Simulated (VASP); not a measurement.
A run of VASP 6.6.1 is set up as follows.

File POSCAR:

```
FeSi2
1.0
    0.0000000000      2.6900000000      5.0800000000
    2.6900000000      0.0000000000      5.0800000000
    2.6900000000      2.6900000000      0.0000000000
Fe Si
2 4
Direct
    0.0000000000      0.0000000000      0.0000000000
    0.5000000000      0.5000000000      0.5000000000
    0.1250000000      0.1250000000      0.3750000000
    0.6250000000      0.6250000000      0.8750000000
    0.3750000000      0.3750000000      0.1250000000
    0.8750000000      0.8750000000      0.6250000000
```

INCAR.step1

```
SYSTEM = FeSi2
PREC = Accurate
ENCUT = 520
ISMEAR = 0
SIGMA = 0.05
LREAL = .False.
LASPH = .True.
NELM = 150
ISPIN = 2
MAGMOM = 0.39 0.39 -0.01 -0.01 -0.01 -0.01
LMAXMIX = 4
NBANDS = 29
GGA = PE
ALGO = Normal
EDIFF = 1E-4
LWAVE = .True.
LCHARG = .False.
```

File INCAR.step2:

```
SYSTEM = FeSi2
PREC = Accurate
ENCUT = 520
EDIFF = 1E-6
ISMEAR = 0
SIGMA = 0.05
LREAL = .False.
LASPH = .True.
NELM = 150
ALGO = Normal
ISIF = 2
LWAVE = .False.
LCHARG = .False.
ISPIN = 2
MAGMOM = 0.39 0.39 -0.01 -0.01 -0.01 -0.01
LORBIT = 11
LMAXMIX = 4
METAGGA = R2SCAN
LMIXTAU = .True.
NBANDS = 29
ISTART = 1
```

KPOINTS

```
Automatic mesh
0
Gamma
  5 5 5
  0 0 0
```

Potentials or basis: VASP PAW PBE potentials, release 64 (Fe, Si).

The run is started by

```bash
$ cat potpaw_PBE.64/Fe/POTCAR potpaw_PBE.64/Si/POTCAR > POTCAR
$ cp INCAR.step1 INCAR
$ mpirun -np 1 vasp_std > vasp.out
$ cp INCAR.step2 INCAR
$ mpirun -np 1 vasp_std > vasp.out
```

Problem. Estimate the largest force.

Solution. 2.995 eV/Å.

Problem. Estimate the pressure.

Solution. 8.5 GPa.

Stress tensor (GPa, compression positive):
```
9.22 0.00 0.00
0.00 9.22 0.00
0.00 0.00 6.93
```

Caveat: the cell stands under pressure; the PAW data sets were made with another functional, which shifts forces and pressure a little.
